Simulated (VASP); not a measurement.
Input of a VASP 6.6.1 run:

File INCAR:

```
  ALGO = Normal
  EDIFF = 1E-7
  ENCUT = 520
  GGA = PE
  ISIF = 2
  ISMEAR = 0
  IVDW = 12
  LASPH = True
  LCHARG = False
  LREAL = False
  LWAVE = False
  NBANDS = 11
  NELM = 100
  PREC = Accurate
  SIGMA = 0.05
```

File KPOINTS:

```
k-points
0
Gamma
  15 15 15
```

File POSCAR:

```
C
1.0
    1.2427105179      0.7174792520      3.3888323960
   -1.2427105179      0.7174792520      3.3888323960
    0.0000000000     -1.4349585041      3.3888323960
C
2
Direct
    0.1571736412      0.1571736412      0.1571736412
    0.8428263588      0.8428263588      0.8428263588
```

Potentials or basis: VASP PAW PBE potentials, release 64 (C).

The run is started by

```sh
$ cat potpaw_PBE.64/C/POTCAR > POTCAR
$ mpirun -np 1 vasp_std > vasp.out
```

(1) Predict the band gap on the k mesh.

(2) Predict the largest force.

(3) What does it give for the dispersion energy per atom?

(4) Estimate the pressure.

Answers

(1) 0.91 eV, indirect (least direct gap 0.97 eV).

(2) 3.164 eV/Å.

(3) -0.154 eV.

(4) -8.3 GPa.

Caveat: forces of over 1 eV/Å act on the atoms, so gaps and moduli don't describe the material at rest.
